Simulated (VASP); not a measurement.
Write the native input for VASP 6.6.1 that does the following.

| Item | Value |
| --- | --- |
| Task | relaxation of volume and atoms at fixed shape |
| Functional | PBEsol |
| Potentials or basis | VASP PAW PBE potentials, release 64 (Ge_d) |
| Cutoff | 600 eV |
| k mesh | 6 × 6 × 6 |
| Occupations | gaussian, width 0.02 eV |
| Spin | no spin polarisation |
| Dipole correction | no |
| Further INCAR settings | ALGO = Normal; EDIFF = 1e-06; IBRION = 2; EDIFFG = -0.01; NSW = 80; ISIF = 8 |

The structure of Ge lies in POSCAR:

```
Ge
1.0
    5.5500000000      0.0000000000      0.0000000000
    0.0000000000      5.5500000000      0.0000000000
    0.0000000000      0.0000000000      5.5500000000
Ge
8
Direct
    0.0000000000      0.0000000000      0.0000000000
    0.0000000000      0.5000000000      0.5000000000
    0.5000000000      0.0000000000      0.5000000000
    0.5000000000      0.5000000000      0.0000000000
    0.2500000000      0.2500000000      0.2500000000
    0.2500000000      0.7500000000      0.7500000000
    0.7500000000      0.2500000000      0.7500000000
    0.7500000000      0.7500000000      0.2500000000
```

One way to write it, as run:

INCAR

```
SYSTEM = Ge
PREC     = Accurate       ! precision mode
ENCUT    = 600            ! plane-wave cutoff, eV
EDIFF    = 1E-6           ! SCF threshold, eV
ISMEAR   = 0              ! smearing method
SIGMA    = 0.02           ! smearing width, eV
LREAL    = .False.        ! projectors in reciprocal space
LASPH    = .True.         ! aspherical terms in the spheres
NELM     = 60             ! most SCF steps
ALGO     = Normal         ! electronic algorithm
ISIF     = 8              ! what is computed and relaxed
LWAVE    = .False.        ! write WAVECAR
LCHARG   = .False.        ! write CHGCAR
GGA      = PS             ! functional
IBRION   = 2              ! ionic algorithm
NSW      = 80             ! ionic steps
EDIFFG   = -0.01          ! ionic threshold
```

KPOINTS

```
Automatic mesh
0
Gamma
  6 6 6
  0 0 0
```

Potentials or basis: VASP PAW PBE potentials, release 64 (Ge_d).

Launch:

```bash
$ cat potpaw_PBE.64/Ge_d/POTCAR > POTCAR
$ mpirun -np 1 vasp_std > vasp.out
```

It gave:

```yaml
Relaxed_volume: 22.84 Å³/atom
Relaxed_cell: a = 5.674 Å, b = 5.674 Å, c = 5.674 Å, α = 90.00°, β = 90.00°, γ = 90.00°
Space_group_after_relaxing_to_0.05_Å: Fd-3m (No. 227)
Energy_gained_by_relaxing: 22.4 meV/atom
Ionic_steps: 3
Pressure_after_relaxing: 0.1 GPa
Band_gap_on_the_k_mesh: zero (filled and empty bands touch)
```

Caveat: the PAW data sets were made with another functional, which shifts forces and pressure a little.

Run time: 11 min on 1 thread of AMD EPYC 9R14 (Zen 4) (shared host), peak memory 0.41 GiB.
